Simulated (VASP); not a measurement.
BN, 4 atoms in the cell. The structure is orthorhombic, space group Ama2 (No. 40). The conventional cell has a = 6.661 Å, b = 4.337 Å, c = 2.504 Å, α = 90.00°, β = 90.00°, γ = 90.00°. Within 1.9 Å of B (site symmetry m) lie 3 N at 1.42 to 1.47 Å. Within 1.9 Å of N (site symmetry m) lie 3 B at 1.42 to 1.47 Å.  This cell differs from its parent crystal: all B atoms moved +0.025 Å, as atom 1 towards its neighbour atom 1 (B) at 2.504 Å.

* Program: VASP 6.6.1
* Task: single point
* Functional: PBE
* Dispersion: D3(BJ)
* Potentials or basis: VASP PAW PBE potentials, release 64 (B, N)
* Cutoff: 520 eV
* k mesh: 12 × 12 × 4
* Occupations: gaussian, width 0.05 eV
* Spin: no spin polarisation
* Dipole correction: no
* Further INCAR settings: ALGO = Normal; EDIFF = 1e-07; NBANDS = 16

Potentials or basis: VASP PAW PBE potentials, release 64 (B, N).

Command:

```sh
$ cat potpaw_PBE.64/B/POTCAR potpaw_PBE.64/N/POTCAR > POTCAR
$ mpirun -np 1 vasp_std > vasp.out
```

Hardware: 1 thread of Intel(R) Xeon(R) Platinum 8259CL CPU @ 2.50GHz (Skylake/Cascade Lake), with other jobs on the host.

Q: Estimate the wall time of this run.

A: Run time: 58 s on 1 thread of Intel(R) Xeon(R) Platinum 8259CL CPU @ 2.50GHz (Skylake/Cascade Lake), with other jobs on the host, peak memory 0.2 GiB. Counts: scf iterations 14, k points 129.
